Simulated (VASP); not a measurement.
# Ti (P6_3/mmc) in VASP: a series of runs

The runs below take Ti through relaxation of cell and atoms, single point, with PBE.

Program: VASP 6.6.1. These are calculated values, not measurements. Logs are shortened: lines on timing, memory, paths and dates and some standing lists are left out, and cuts for length are marked.

### 1 The cell of the first run

Symmetry: P6_3/mmc, No. 194, hexagonal system. The conventional cell has a = 3.646 Å, b = 3.646 Å, c = 6.016 Å, α = 90.00°, β = 90.00°, γ = 120.00°. Within 3.0 Å of Ti (site symmetry 3m) lie 4 Ti at 2.24 to 2.26 Å.

### 2 Relaxation of cell and atoms, PBE

The input, INCAR:

```
SYSTEM = Ti
PREC     = Accurate       ! precision mode
ENCUT    = 600            ! plane-wave cutoff, eV
EDIFF    = 1E-6           ! SCF threshold, eV
ISMEAR   = 0              ! smearing method
SIGMA    = 0.1            ! smearing width, eV
LREAL    = .FALSE.        ! projectors in reciprocal space
LASPH    = .TRUE.         ! aspherical terms in the spheres
NELM     = 60             ! most SCF steps
ALGO     = Normal         ! electronic algorithm
ISIF     = 3              ! what is computed and relaxed
LWAVE    = .FALSE.        ! write WAVECAR
LCHARG   = .FALSE.        ! write CHGCAR
GGA      = PE             ! functional
IBRION   = 2              ! ionic algorithm
NSW      = 90             ! ionic steps
EDIFFG   = -0.04          ! ionic threshold
```

The input, KPOINTS:

```
Automatic mesh
0
G
  6 6 4
  0 0 0
```

The input, POSCAR:

```
Ti
1.0
    3.6460332330      0.0000000000      0.0000000000
   -1.8230166165      3.1575574029      0.0000000000
    0.0000000000      0.0000000000      6.0159548345
Ti
4
Direct
    0.3333333333      0.6666666667      0.4375000000
    0.6666666667      0.3333333333      0.9375000000
    0.6666666667      0.3333333333      0.5625000000
    0.3333333333      0.6666666667      0.0625000000
```

Potentials or basis: VASP PAW PBE potentials, release 64 (Ti_sv).

Run with:

```sh
$ cat potpaw_PBE.64/Ti_sv/POTCAR > POTCAR
$ mpirun -np 1 vasp_std > vasp.out
```

OUTCAR:

```text
SYSTEM = Ti
   PREC = Accurate
   ENCUT = 600
   EDIFF = 1E-6
   ISMEAR = 0
   LREAL = .FALSE.
   LASPH = .TRUE.
   NELM = 60
   ISIF = 3
   GGA = PE
   IBRION = 2
   NSW = 90
   EDIFFG = -0.04

 ion  position               nearest neighbor table
   1  0.333  0.667  0.438-   3 2.24   3 2.24   3 2.24   4 2.26
   2  0.667  0.333  0.938-   4 2.24   4 2.24   4 2.24   3 2.26
   3  0.667  0.333  0.562-   1 2.24   1 2.24   1 2.24   2 2.26
   4  0.333  0.667  0.062-   2 2.24   2 2.24   2 2.24   1 2.26

  LATTYP: Found a hexagonal cell.
 ALAT       =     3.6460332330
 C/A-ratio  =     1.6500000000

  Lattice vectors:

 A1 = (   3.6460332330,   0.0000000000,   0.0000000000)
 A2 = (  -1.8230166165,   3.1575574029,   0.0000000000)
 A3 = (   0.0000000000,   0.0000000000,   6.0159548345)

Analysis of symmetry for initial positions (statically):
=====================================================================
 Subroutine PRICEL returns:
 Original cell was already a primitive cell.

 Routine SETGRP: Setting up the symmetry group for a
 hexagonal supercell.

 Subroutine GETGRP returns: Found 24 space group operations
 (whereof 12 operations were pure point group operations)
 out of a pool of 24 trial point group operations.

The static configuration has the point symmetry D_3d.
 The point group associated with its full space group is D_6h.

Analysis of symmetry for dynamics (positions and initial velocities):
=====================================================================
 Subroutine PRICEL returns:
 Original cell was already a primitive cell.

 Routine SETGRP: Setting up the symmetry group for a
 hexagonal supercell.

 Subroutine GETGRP returns: Found 24 space group operations
 (whereof 12 operations were pure point group operations)
 out of a pool of 24 trial point group operations.

The dynamic configuration has the point symmetry D_3d.
 The point group associated with its full space group is D_6h.

 Subroutine INISYM returns: Found 24 space group operations
 (whereof 12 operations are pure point group operations),
 and found     1 'primitive' translations

----------------------------------------------------------------------------------------

                                     Primitive cell

  volume of cell :      69.2590

  direct lattice vectors                    reciprocal lattice vectors
     3.646033233  0.000000000  0.000000000     0.274270676  0.158350249  0.000000000
    -1.823016616  3.157557403  0.000000000     0.000000000  0.316700497  0.000000000
     0.000000000  0.000000000  6.015954834     0.000000000  0.000000000  0.166224652

  length of vectors
     3.646033233  3.646033233  6.015954834     0.316700497  0.316700497  0.166224652

  position of ions in fractional coordinates (direct lattice)
     0.333333333  0.666666667  0.437500000
     0.666666667  0.333333333  0.937500000
     0.666666667  0.333333333  0.562500000
     0.333333333  0.666666667  0.062500000

  ion indices of the primitive-cell ions
   primitive index   ion index
                 1           1
                 2           2
                 3           3
                 4           4

----------------------------------------------------------------------------------------

 KPOINTS: Automatic mesh

Automatic generation of k-mesh.
 Grid dimensions read from file:
 generate k-points for:    6    6    4

 Generating k-lattice:

  Cartesian coordinates                     Fractional coordinates (reciprocal lattice)
     0.045711779  0.026391708  0.000000000     0.166666667  0.000000000  0.000000000
     0.000000000  0.052783416  0.000000000     0.000000000  0.166666667  0.000000000
     0.000000000  0.000000000  0.041556163     0.000000000  0.000000000  0.250000000

  Length of vectors
     0.052783416  0.052783416  0.041556163

  Shift w.r.t. Gamma in fractional coordinates (k-lattice)
     0.000000000  0.000000000  0.000000000

 Subroutine IBZKPT returns following result:
 ===========================================

 Found     21 irreducible k-points:

 Following reciprocal coordinates:
            Coordinates               Weight
  0.000000  0.000000  0.000000      1.000000
  0.166667 -0.000000  0.000000      6.000000
  0.333333  0.000000  0.000000      6.000000
  0.500000  0.000000  0.000000      3.000000
  0.166667  0.166667  0.000000      6.000000
  0.333333  0.166667  0.000000     12.000000
[... 13 lines left out ...]
  0.333333  0.166667  0.500000     12.000000
  0.333333  0.333333  0.500000      2.000000
   k-points           NKPTS =     21   k-points in BZ     NKDIM =     21   number of bands    NBANDS=     28
   number of dos      NEDOS =    301   number of ions     NIONS =      4
   total plane-waves  NPLWV =  43200
   dimension x,y,z NGX =    30 NGY =   30 NGZ =   48
   dimension x,y,z NGXF=    60 NGYF=   60 NGZF=   96
   ions per type =               4
   NGX,Y,Z   is equivalent  to a cutoff of  13.68, 13.68, 13.26 a.u.
   NGXF,Y,Z  is equivalent  to a cutoff of  27.36, 27.36, 26.53 a.u.
 SYSTEM =  Ti
   PREC   = accura    normal or accurate (medium, high low for compatibility)
   ISTART =      0    job   : 0-new  1-cont  2-samecut
   ICHARG =      2    charge: 1-file 2-atom 10-const
   ISPIN  =      1    spin polarized calculation?
   LNONCOLLINEAR =      F non collinear calculations
   LSORBIT =      F    spin-orbit coupling
   LASPH  =      T    aspherical Exc in radial PAW
   ENCUT  =  600.0 eV  44.10 Ry    6.64 a.u.   7.28  7.28 12.02*2*pi/ulx,y,z
   NELM   =     60;   NELMIN=  2; NELMDL= -5     # of ELM steps
   EDIFF  = 0.1E-05   stopping-criterion for ELM
   LREAL  =      F    real-space projection
   EDIFFG = -.4E-01   stopping-criterion for IOM
   NSW    =     90    number of steps for IOM
   IBRION =      2    ionic relax: 0-MD 1-quasi-New 2-CG
   NFREE  =      1    steps in history (QN), initial steepest desc. (CG)
   ISIF   =      3    stress and relaxation
   ISYM   =      2    0-nonsym 1-usesym 2-fastsym
   POTIM  = 0.5000    time-step for ionic-motion
   TEBEG  =    0.0;   TEEND  =   0.0 temperature during run
   PSTRESS=    0.0 pullay stress
   NELECT =      48.0000    total number of electrons
   NUPDOWN=      -1.0000    fix difference up-down
   EMIN   =  10.00;   EMAX   =-10.00  energy-range for DOS
   EFERMI =   0.00;   METHOD = LEGACY
   ISMEAR =     0;   SIGMA  =   0.10  broadening in eV -4-tet -1-fermi 0-gaus
   EFERMI_NEDOS =   21; number of points for ismear=-14 and -15
   IALGO  =     38    algorithm
   IMIX   =      4    mixing-type and parameters
     AMIX     =   0.40;   BMIX     =  1.00
     AMIX_MAG =   1.60;   BMIX_MAG =  1.00
  volume/ion in A,a.u.               =      17.31       116.85
  Fermi-wavevector in a.u.,A,eV,Ry     =   1.448760  2.737759 28.557341  2.098905
  Thomas-Fermi vector in A             =   2.566564
   LORBIT       =      0    0 simple, 1 ext, 2 COOP (PROOUT), +10 PAW based schemes
   GGA     = PE    functional components
   LHFCALC =     F    Hartree Fock is set to
   AEXX    =    0.0000 exact exchange contribution
   IVDW    =     0    specifies the selected vdW correction
   LEPSILON=     F    determine dielectric tensor
   LRPA    =     F    only Hartree local field effects (RPA)
 conjugate gradient relaxation of ions
 non-spin polarized calculation
 Gauss-broadening in eV      SIGMA  =   0.10
  energy-cutoff  :      600.00
  volume of cell :       69.26
 maximum number of plane-waves:      2364
 NGX is ok and might be reduce to    30
   NGX = 15   NGY = 15   NGZ = 25

--------------------------------------- Ionic step        1  -------------------------------------------

 number of electron      47.9999978 magnetization

 Free energy of the ion-electron system (eV)
  ---------------------------------------------------
  ext. energy  EPLUGINS =         0.00000000
  ---------------------------------------------------
  free energy    TOTEN  =       -21.21719683 eV

  energy without entropy =      -21.13846702  energy(sigma->0) =      -21.17783192

------------------------ aborting loop because EDIFF is reached ----------------------------------------

  FORCE on cell =-STRESS in cart. coord.  units (eV):
  Direction    XX          YY          ZZ          XY          YZ          ZX
  --------------------------------------------------------------------------------------
  -------------------------------------------------------------------------------------
  Total        7.0052507      7.0052507      5.3807786      0.0000000      0.0000000     -0.0000000
  in kB      162.0532787    162.0532787    124.4741753      0.0000000      0.0000000     -0.0000000
  external PRESSURE =     149.5269109 kB  Pullay stress =       0.0000000 kB
[... 23 lines left out ...]
  energy  without entropy=      -21.1384670150  energy(sigma->0) =      -21.17783192

--------------------------------------- Ionic step        2  -------------------------------------------

 number of electron      48.0000012 magnetization

 E-fermi :   5.7911     XC(G=0): -10.1776

 val. band max:        5.7775014943   @ k =   0.5000   0.0000   0.0000
 cond. band min:       5.8049819549   @ k =   0.3333   0.0000   0.2500
 fundamental gap:      0.0274804606
 Fermi energy:         5.7910919799

 k-point     1 :       0.0000    0.0000    0.0000
  band No.  band energies     occupation
      1     -50.9196      2.00000
      2     -50.7715      2.00000
      3     -50.4787      2.00000
      4     -50.3253      2.00000
      5     -27.4759      2.00000
      6     -27.4759      2.00000
[... 709 lines left out ...]
  FREE ENERGIE OF THE ION-ELECTRON SYSTEM (eV)
  ---------------------------------------------------
  free  energy   TOTEN  =       -22.0925668382 eV

  energy  without entropy=      -22.0107562892  energy(sigma->0) =      -22.05166156

[... ionic steps 4 to 15 ...]

--------------------------------------- Ionic step       16  -------------------------------------------

 number of electron      48.0000030 magnetization

------------------------ aborting loop because EDIFF is reached ----------------------------------------

  FORCE on cell =-STRESS in cart. coord.  units (eV):
  Direction    XX          YY          ZZ          XY          YZ          ZX
  --------------------------------------------------------------------------------------
  -------------------------------------------------------------------------------------
  Total       -0.3967974     -0.3967974     -0.5327403      0.0000000      0.0000000      0.0000000
  in kB       -6.6655590     -6.6655590     -8.9491802      0.0000000      0.0000000      0.0000000
  external PRESSURE =      -7.4267660 kB  Pullay stress =       0.0000000 kB
[... 61 lines left out ...]
  energy  without entropy=      -25.5519557287  energy(sigma->0) =      -25.56955052

--------------------------------------- Ionic step       18  -------------------------------------------

 number of electron      48.0000034 magnetization

 Free energy of the ion-electron system (eV)
  ---------------------------------------------------
  ext. energy  EPLUGINS =         0.00000000
  ---------------------------------------------------
  free energy    TOTEN  =       -25.58754058 eV

  energy without entropy =      -25.55182623  energy(sigma->0) =      -25.56968340

 E-fermi :   4.8530     XC(G=0):  -9.7565

 val. band max:        4.8525327281   @ k =   0.1667   0.1667   0.2500
 cond. band min:       4.9074032176   @ k =   0.0000   0.0000   0.0000
 fundamental gap:      0.0548704895
 Fermi energy:         4.8529931610

 k-point     1 :       0.0000    0.0000    0.0000
  band No.  band energies     occupation
      1     -51.7136      2.00000
      2     -51.5880      2.00000
      3     -51.4215      2.00000
      4     -51.3055      2.00000
      5     -28.6104      2.00000
      6     -28.4677      2.00000
[... 671 lines left out ...]
  FREE ENERGIE OF THE ION-ELECTRON SYSTEM (eV)
  ---------------------------------------------------
  free  energy   TOTEN  =       -25.5875405816 eV

  energy  without entropy=      -25.5518262282  energy(sigma->0) =      -25.56968340

 reached required accuracy - stopping structural energy minimisation
```

Run time: 6.8 min. Hardware: 1 thread of AMD EPYC 9R45 (Zen 5), shared host; peak memory 0.19 GiB.

Results:

| Item | Value |
| --- | --- |
| Free energy | -25.5875 eV |
| Relaxed volume | 23.51 Å³/atom |
| Relaxed cell | a = 4.740 Å, b = 4.740 Å, c = 4.834 Å, α = 90.00°, β = 90.00°, γ = 120.00° |
| Space group after relaxing (to 0.1 Å) | P6/mmm (No. 191) |
| Energy gained by relaxing | 1092.6 meV/atom |
| Ionic steps | 18 |
| Pressure after relaxing | 0.0 GPa |
| Band gap on the k mesh | zero (bands 24 and 25 overlap by 0.85 eV) |

Forces in eV/Å, atoms in the order of the input:
```
Ti   0.000  0.000  0.002
Ti   0.000  0.000  0.002
Ti   0.000  0.000 -0.002
Ti   0.000  0.000 -0.002
```

The path:
```tsv
step	energy change (eV)	largest force (eV/Å)	pressure (GPa)	volume (Å³)
1	0.0000	0.1141	14.95	69.26
2	-0.8279	0.4190	2.25	86.74
3	-0.8754	0.4483	0.30	91.78
4	-0.8780	0.4553	-0.25	93.41
5	-0.9967	1.0354	-0.64	93.94
6	-1.6521	1.8093	-2.11	95.28
7	-3.3637	1.6334	-3.32	96.63
8	-1.9749	4.7295	12.43	93.30
9	-3.6483	1.8441	-2.77	96.63
10	-4.3102	0.2709	0.22	95.64
11	-4.3212	0.6074	-0.56	95.87
12	-4.3226	0.4513	-0.22	95.76
13	-4.1967	1.1699	-0.29	96.20
14	-4.3389	0.0413	-0.26	95.87
15	-4.3629	0.0179	-0.86	95.17
16	-4.3673	0.0238	-0.74	95.38
17	-4.3699	0.0051	0.24	93.59
18	-4.3703	0.0023	-0.02	94.05
```

Final structure:
```xyz
4
Lattice="4.7399 0.0000 0.0000 -2.3700 4.1049 0.0000 0.0000 0.0000 4.8338" Properties=species:S:1:pos:R:3 pbc="T T T"
Ti    0.0000    2.7366    2.4168
Ti    2.3700    1.3683    4.8336
Ti    2.3700    1.3683    2.4170
Ti    0.0000    2.7366    0.0001
```

Levels at points of the mesh, in eV from the Fermi level:
| k point | band 20 | band 21 | band 22 | band 23 | band 24 | band 25 | band 26 | band 27 | band 28 |
| --- | --- | --- | --- | --- | --- | --- | --- | --- | --- |
| (0.00, 0.00, 0.00) | -1.18 | -0.81 | 0.05 | 0.05 | 0.09 | 0.09 | 0.10 | 0.64 | 0.64 |
| (0.50, 0.00, 0.00) | -1.58 | -1.19 | -0.74 | -0.45 | -0.37 | -0.26 | 0.67 | 0.97 | 1.14 |
| (0.00, 0.00, 0.50) | -0.33 | -0.33 | -0.33 | 0.59 | 0.59 | 0.59 | 0.59 | 0.75 | 0.75 |
| (0.50, 0.00, 0.50) | -1.25 | -0.53 | -0.53 | -0.27 | -0.27 | 0.46 | 0.46 | 1.02 | 1.02 |

Caveat: the volume moved by over 15 % at a fixed basis, so the end points are rough.

### 3 Single point, PBE

This run uses another cell than the first one, of 17.48 Å³/atom.

The input, INCAR:

```
SYSTEM = Ti
  PREC = Accurate
  ENCUT = 520
  EDIFF = 1E-6
  ISMEAR = 0
  SIGMA = 0.1
  LREAL = .FALSE.
  LASPH = .TRUE.
  NELM = 80
  ALGO = Fast
  ISIF = 2
  LWAVE = .FALSE.
  LCHARG = .FALSE.
  GGA = PE
  NBANDS = 32
```

The input, KPOINTS:

```
Automatic mesh
0
G
  18 18 6
  0 0 0
```

The input, POSCAR:

```
Ti
1.0
    2.9363002450      0.0000000000      0.0000000000
   -1.4681501225      2.5429106053      0.0000000000
    0.0000000000      0.0000000000      9.3620846785
Ti
4
Direct
    0.0000000000      0.0000000000      0.0000000000
    0.0000000000      0.0000000000      0.5000000000
    0.3333333333      0.6666666667      0.7500000000
    0.6666666667      0.3333333333      0.2500000000
```

Potentials or basis: VASP PAW PBE potentials, release 64 (Ti_sv).

Run with:

```sh
$ cat potpaw_PBE.64/Ti_sv/POTCAR > POTCAR
$ mpirun -np 1 vasp_std > vasp.out
```

Wall time 7.3 min (1 thread of Intel Xeon 6975P-C (Granite Rapids), shared host); peak memory 0.37 GiB.

Results (log left out):

```yaml
Free_energy: -31.1865 eV
Pressure: -0.3 GPa
Band_gap_on_the_k_mesh: zero (bands 24 and 25 overlap by 1.20 eV)
```

Levels at points of the mesh, in eV from the Fermi level:
```
           k point  band 20  band 21  band 22  band 23  band 24  band 25  band 26  band 27  band 28  band 29
(0.00, 0.00, 0.00)    -2.60     0.11     0.13     0.65     0.65     0.72     0.72     0.78     0.94     1.04
(0.50, 0.00, 0.00)    -1.87    -1.31    -1.20    -1.04    -0.13     0.08     0.58     1.10     1.38     1.81
(0.00, 0.00, 0.50)    -2.97     0.19     0.19     0.65     0.65     0.79     0.79     0.79     0.79     0.94
(0.50, 0.00, 0.50)    -2.30    -1.48    -1.48    -0.23    -0.23     0.70     0.70     0.91     0.91     1.38
```

### 4 Single point, PBE

This run uses another cell than the first one, of 17.48 Å³/atom.

The input, INCAR:

```
  PREC = Accurate
  ENCUT = 520
  EDIFF = 1E-6
  ISMEAR = 0
  SIGMA = 0.1
  LREAL = False
  LASPH = True
  NELM = 60
  ALGO = Fast
  ISIF = 2
  LWAVE = False
  LCHARG = True
  GGA = PE
  LELF = True
  LVHAR = True
  NBANDS = 32
```

The input, KPOINTS:

```
Automatic mesh
0
Gamma
  18 18 6
```

The input, POSCAR:

```
Ti
1.0
    2.9363802412      0.0000000000      0.0000000000
   -1.4681901206      2.5429798841      0.0000000000
    0.0000000000      0.0000000000      9.3634406499
Ti
4
Direct
    0.0000000000      0.0000000000      0.5000000000
    0.0000000000      0.0000000000      0.0000000000
    0.3333333333      0.6666666667      0.7500000000
    0.6666666667      0.3333333333      0.2500000000
```

Run with:

```sh
$ cat potpaw_PBE.64/Ti_sv/POTCAR > POTCAR
$ mpirun -np 1 vasp_std > vasp.out
```

Wall time 25 min (1 thread of Intel Xeon 8259CL, shared host); peak memory 0.37 GiB.

The run converged. Its results:

| Item | Value |
| --- | --- |
| Free energy | -31.1865 eV |
| Pressure | -0.3 GPa |
| Band gap on the k mesh | zero (bands 24 and 25 overlap by 1.20 eV) |

Levels at points of the mesh, in eV from the Fermi level:
| k point | band 22 | band 23 | band 24 | band 25 | band 26 | band 27 |
| --- | --- | --- | --- | --- | --- | --- |
| (0.00, 0.00, 0.00) | 0.13 | 0.65 | 0.65 | 0.72 | 0.72 | 0.78 |
| (0.50, 0.00, 0.00) | -1.20 | -1.04 | -0.13 | 0.08 | 0.58 | 1.10 |
| (0.00, 0.00, 0.50) | 0.19 | 0.65 | 0.65 | 0.79 | 0.79 | 0.79 |
| (0.50, 0.00, 0.50) | -1.48 | -0.23 | -0.23 | 0.70 | 0.70 | 0.91 |

### 5 Overview

| task | cell | k mesh | cutoff (eV) | gap on the mesh (eV) | pressure (GPa) |
| --- | --- | --- | --- | --- | --- |
| relaxation of cell and atoms | relaxed from a = 3.646, b = 3.646, c = 6.016 Å, angles 90.0, 90.0, 120.0°, 4 atoms, atomic positions A | 6 × 6 × 4 | 600 | none | 0.0 |
| single point | a = 2.936, b = 2.936, c = 9.362 Å, angles 90.0, 90.0, 120.0°, 4 atoms, atomic positions B | 18 × 18 × 6 | 520 | none | -0.3 |
| single point | a = 2.936, b = 2.936, c = 9.363 Å, angles 90.0, 90.0, 120.0°, 4 atoms, atomic positions B | 18 × 18 × 6 | 520 | none | -0.3 |

Alike in all rows: level PBE; potentials or basis VASP PAW PBE potentials, release 64 (Ti_sv); no spin polarisation; smearing gaussian 0.1 eV.

Caveats: the volume moved by over 15 % at a fixed basis, so the end points are rough (at least some runs).

Total energies depend on the potentials used, so only differences within one code and one set of settings carry meaning.
